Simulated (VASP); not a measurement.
# MgS: single point with PBE

MgS:

```xyz
2
Lattice="0.0669 2.8411 2.8411 2.8411 0.0669 2.8411 2.8411 2.8411 0.0669" Properties=species:S:1:pos:R:3 pbc="T T T"
Mg    0.0128    0.0128    0.0128
S     1.4245    1.4245    1.4245
```

This cell differs from its parent crystal: epitaxial 111 strain -2.0%.

```yaml
Program: VASP 6.6.1
Task: single point
Functional: PBE
Potentials_or_basis: VASP PAW PBE potentials, release 64 (Mg, S)
Cutoff: 520 eV
k_mesh: 8 × 8 × 8
Occupations: fermi-dirac, width 0.02 eV
Spin: no spin polarisation
```

```json
{"Pressure": "2.5 GPa", "Largest force": "0.008 eV/Å", "Band gap on the k mesh": "3.48 eV, direct"}
```

Forces on the atoms (eV/Å):
```
Mg   0.004  0.004  0.004
S   -0.004 -0.004 -0.004
```

Stress tensor (GPa, compression positive):
```
 2.46 -0.74 -0.74
-0.74  2.46 -0.74
-0.74 -0.74  2.46
```

Levels at points of the mesh, in eV from the valence-band top:
```csv
k point,band 2,band 3,band 4,band 5,band 6,band 7
"(0.00, 0.00, 0.00)",-0.23,0.00,0.00,3.48,7.64,8.10
"(0.50, 0.00, 0.00)",-3.27,-0.51,-0.38,5.07,7.41,7.66
"(0.50, 0.50, 0.00)",-2.96,-1.24,-1.03,3.77,5.62,11.25
"(0.50, 0.50, 0.50)",-3.36,-0.29,-0.29,5.29,7.80,7.80
```

It took 27 s on 1 thread of Intel(R) Xeon(R) Platinum 8259CL CPU @ 2.50GHz (Skylake/Cascade Lake) (shared host), peak memory 0.18 GiB.

Caveat: the cell differs from its parent crystal (epitaxial 111 strain -2.0%). A k mesh can miss the band edges.
